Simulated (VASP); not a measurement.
A run of VASP 6.6.1 is set up as follows.

The input INCAR:

```
SYSTEM = TbPIr2
ALGO     = Normal         ! electronic algorithm
EDIFF    = 1E-6           ! SCF threshold, eV
ENCUT    = 500            ! plane-wave cutoff, eV
GGA      = PE             ! functional
GGA_COMPAT= .FALSE.      
ISIF     = 2              ! what is computed and relaxed
ISMEAR   = 0              ! smearing method
ISPIN    = 2              ! spin polarisation
LASPH    = .TRUE.         ! aspherical terms in the spheres
LCHARG   = .FALSE.        ! write CHGCAR
LMAXMIX  = 6              ! l up to which the mixer works
LORBIT   = 11             ! projections on sites
LREAL    = .FALSE.        ! projectors in reciprocal space
LWAVE    = .FALSE.        ! write WAVECAR
MAGMOM   = 0 0 1 1        ! initial moments
NBANDS   = 28             ! bands
NELM     = 200            ! most SCF steps
PREC     = Accurate       ! precision mode
SIGMA    = 0.1            ! smearing width, eV
```

The input KPOINTS:

```
k-points
0
G
  6 6 4
  0 0 0
```

File POSCAR:

```
TbPIr2
1.0
    4.3789730946      0.0000000000      0.0000000000
   -2.1894865473      3.7923019424      0.0000000000
    0.0000000000      0.0000000000      5.0884301614
Tb P Ir
1 1 2
Direct
    0.0000000000      0.0000000000      0.5000000000
    0.0000000000      0.0000000000      0.0000000000
    0.3333333333      0.6666666667      0.0000000000
    0.6666666667      0.3333333333      0.0000000000
```

Potentials or basis: VASP PAW PBE potentials, release 64 (Tb_3, P, Ir), 4f in core.

Launch:

```console
$ cat potpaw_PBE.64/Tb_3/POTCAR potpaw_PBE.64/P/POTCAR potpaw_PBE.64/Ir/POTCAR > POTCAR
$ mpirun -np 1 vasp_std > vasp.out
```

Predict the pressure.

0.4 GPa.

Predict the net moment.

0.00 μB per cell.

Stress tensor (GPa, compression positive):
```
0.37 0.00 0.00
0.00 0.37 0.00
0.00 0.00 0.58
```

Caveat: the magnetic or orbital state may not be the lowest; the moments typed at the start vanished in this run.
